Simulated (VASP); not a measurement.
TaN: single point with PBE

TaN:

```
Ta N
1.0
     5.91528    0.14088    0.04409
     0.14088    5.64780   -0.21983
     0.04409   -0.21983    5.51985
Ta N
8 8
Direct
  0.42816 0.16545 0.15484
  0.26533 0.23293 0.64957
  0.60672 0.82986 0.76851
  0.45146 0.66970 0.24285
  0.96601 0.34368 0.12835
  0.01650 0.83759 0.14529
  0.13930 0.68726 0.61876
  0.74662 0.31779 0.65905
  0.03961 0.05638 0.43089
  0.76999 0.61114 0.99664
  0.85481 0.58419 0.42121
  0.13648 0.99656 0.88763
  0.21790 0.49768 0.97355
  0.72102 0.13718 0.96568
  0.54089 0.02980 0.44425
  0.46331 0.52772 0.57465
```

| Property | Result |
| --- | --- |
| Program | VASP 6.6.1 |
| Task | single point |
| Functional | PBE |
| Potentials or basis | VASP PAW PBE potentials, release 64 (Ta_pv, N) |
| Cutoff | 520 eV |
| k mesh | 1 × 1 × 1, shifted |
| Occupations | fermi-dirac, width 0.1379 eV |
| Spin | no spin polarisation |

The pressure is 14.0 GPa. The largest force is 3.708 eV/Å and the band gap on the k mesh is 0.31 eV.

Forces in eV/Å, atoms in the order of the input:
```
Ta   0.047  0.007 -2.815
Ta  -1.580 -1.024  1.830
Ta   1.272  1.289 -2.020
Ta   1.209 -0.553 -0.102
Ta  -2.043 -1.487  2.698
Ta  -1.413 -1.942  1.012
Ta  -2.610  0.747  1.035
Ta  -0.008 -0.845 -1.486
N   -0.587  2.077 -0.201
N   -1.894 -0.240 -2.997
N    1.198  1.435  0.174
N    2.837  2.093 -1.147
N    2.643 -0.100 -0.156
N    0.467 -0.131  0.938
N    0.801 -1.286  1.362
N   -0.341 -0.043  1.874
```

Stress tensor (GPa, compression positive):
```
17.65  2.65 -4.91
 2.65  6.53 -6.54
-4.91 -6.54 17.87
```

Levels at points of the mesh, in eV from the valence-band top:
| k point | band 61 | band 62 | band 63 | band 64 | band 65 | band 66 | band 67 | band 68 |
| --- | --- | --- | --- | --- | --- | --- | --- | --- |
| (0.25, 0.25, 0.25) | -0.94 | -0.79 | -0.25 | 0.00 | 0.31 | 0.67 | 1.08 | 1.28 |

It took 35 s on 1 thread of Intel(R) Xeon(R) 6975P-C (Granite Rapids), with other jobs on the host, peak memory 0.28 GiB.

Caveat: the k points lie up to 1.14 Å⁻¹ apart; spin-orbit coupling is left out, which moves the levels of the heavy elements.
